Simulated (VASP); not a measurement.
Wanted: the native input for a VASP 6.6.1 run.

- Task: single point
- Functional: PBE
- Potentials or basis: VASP PAW PBE potentials, release 64 (Al, As, Ga_d)
- Cutoff: 520 eV
- k mesh: 6 × 6 × 6
- Occupations: fermi-dirac, width 0.02 eV
- Spin: no spin polarisation
- Dipole correction: no
- Further INCAR settings: ALGO = Normal; EDIFF = 1e-06; NBANDS = 31

The structure of Al3GaAs4 lies in POSCAR:

```
Al3GaAs4
1.0
    5.3271454776      0.0000000000      0.0000000000
    0.0000000000      5.3271454776      0.0000000000
    0.0000000000      0.0000000000      5.3271454776
Al As Ga
3 4 1
Direct
    0.5000000000      0.0000000000      0.0000000000
    0.0000000000      0.5000000000      0.0000000000
    0.0000000000      0.0000000000      0.5000000000
    0.0000000000      0.5000000000      0.5000000000
    0.5000000000      0.0000000000      0.5000000000
    0.5000000000      0.5000000000      0.0000000000
    0.0000000000      0.0000000000      0.0000000000
    0.5000000000      0.5000000000      0.5000000000
```

The input as run:

INCAR

```
ALGO = Normal
EDIFF = 1E-6
ENCUT = 520
GGA = PE
ISIF = 2
ISMEAR = -1
LASPH = T
LCHARG = T
LELF = T
LREAL = F
LVHAR = T
LWAVE = F
NBANDS = 31
NELM = 100
PREC = Accurate
SIGMA = 0.02
```

KPOINTS

```
k-points
0
Gamma
  6 6 6
```

Potentials or basis: VASP PAW PBE potentials, release 64 (Al, As, Ga_d).

Launch:

```bash
$ cat potpaw_PBE.64/Al/POTCAR potpaw_PBE.64/As/POTCAR potpaw_PBE.64/Ga_d/POTCAR > POTCAR
$ mpirun -np 1 vasp_std > vasp.out
```

Results of the run:

| Item | Value |
| --- | --- |
| Pressure | 0.2 GPa |
| Band gap on the k mesh | zero (band 21 reaches 6.35 eV, above the bottom of band 22 at 5.15 eV) |

Wall time 77 s on 1 thread of Intel(R) Xeon(R) Platinum 8259CL CPU @ 2.50GHz (Skylake/Cascade Lake), with other jobs on the host, peak memory 0.28 GiB.
